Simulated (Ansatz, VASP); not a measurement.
## One calculation of TaWC2, two programs

INCAR

```
  ALGO = Normal
  EDIFF = 1E-7
  ENCUT = 520
  ISIF = 2
  ISMEAR = -1
  LASPH = T
  LCHARG = F
  LDAU = T
  LDAUJ = 0 0 0
  LDAUL = 2 2 -1
  LDAUPRINT = 1
  LDAUTYPE = 2
  LDAUU = 3 3 0
  LMAXMIX = 4
  LREAL = F
  LWAVE = F
  NBANDS = 24
  NELM = 150
  PREC = Accurate
  SIGMA = 0.05
```

Contents of KPOINTS:

```
k-points
0
Gamma
  10 10 10
```

Contents of POSCAR:

```
TaWC2
1.0
    1.5718551461      0.9075109917      5.1016196719
   -1.5718551461      0.9075109917      5.1016196719
    0.0000000000     -1.8150219835      5.1016196719
W Ta C
1 1 2
Direct
    0.0000000000      0.0000000000      0.0000000000
    0.5000000000      0.5000000000      0.5000000000
    0.2509330000      0.2509330000      0.2509330000
    0.7490670000      0.7490670000      0.7490670000
```

input.yaml

```yaml
crystal:
  lattice:
    - [1.5718551461, 0.9075109917, 5.1016196719]
    - [-1.5718551461, 0.9075109917, 5.1016196719]
    - [0.0, -1.8150219835, 5.1016196719]
  atoms:
    - { symbol: W, position: [0.0, 0.0, 0.0] }
    - { symbol: Ta, position: [0.5, 0.5, 0.5] }
    - { symbol: C, position: [0.250933, 0.250933, 0.250933] }
    - { symbol: C, position: [0.749067, 0.749067, 0.749067] }
hamiltonian:
  xc: lda
  pseudopotentials: { kind: paw }
  hubbard:
    sites: [{ species: Ta, l: d, u_eff: 3.0 }, { species: W, l: d, u_eff: 3.0 }]
kpoints:
  mp_grid: { grid: [10, 10, 10] }
  band_path:
    path:
      - [[0.0, 0.0, 0.0], [0.5, 0.0, 0.0], [0.5, 0.1877624847, -0.1877624847]]
      - [[0.8122375153, 0.5, 0.1877624847], [0.5, 0.5, 0.5], [0.0, 0.0, 0.0], [0.3438812424, 0.0, -0.3438812424]]
      - [[0.6561187576, 0.3438812424, 0.0], [0.5, 0.5, 0.0], [0.6561187576, 0.6561187576, 0.1877624847], [0.5, 0.5, 0.5]]
      - [[0.5, 0.0, 0.0], [0.8122375153, 0.3438812424, 0.3438812424]]
    npoints: 14
scf:
  occupations: { method: fermi_dirac, width: 0.05 }
  n_extra_bands: 10
output:
  forces: true
  stress: true
  eigenvalues: true
  fatbands: false
  write_density: true
  write_potential: true
  elf: true
  volumetric_format: npy
```

Alike in both runs: functional LDA; k mesh 10 × 10 × 10; occupations fermi-dirac, width 0.05 eV; no spin polarisation; Hubbard terms Ta d U = 3.0 eV, W d U = 3.0 eV.

|  | VASP | Ansatz |
| --- | --- | --- |
| version | VASP 6.6.1 | Ansatz 0.2.0 |
| potentials or method | VASP PAW LDA potentials, release 64 (W_sv, Ta_pv, C) | Ansatz PAW |
| plane-wave cutoff (eV) | 520 | 420 |
| valence electrons in the cell | 33 | 35 |
| task | single point | band structure |

|  | VASP | Ansatz | Ansatz less VASP |
| --- | --- | --- | --- |
| gap on the k mesh at the Fermi level (eV) | none | none | - |
| pressure (GPa) | -7.9 | -15.2 | -7.26 |
| traceless stress, the component that is largest in VASP (GPa) | 0.13 | -0.14 | -0.270 |
| rms of the force components (eV/Å) | 0.037 | 0.014 | -0.0229 |

LDA's correlation is that of Perdew and Zunger in VASP and of Perdew and Wang (1992) in Ansatz. The programs project onto different local orbitals, so the same U acts differently, and such runs can settle in different states. Atom by atom the forces differ by 0.051 eV/Å (rms over components). A gap of «none» marks a metal or a gap that the smearing closes. VASP's potentials hold 33 valence electrons a cell and Ansatz's 35, so a difference there can come from the potentials and not from the codes.

Spin-orbit coupling is off throughout.
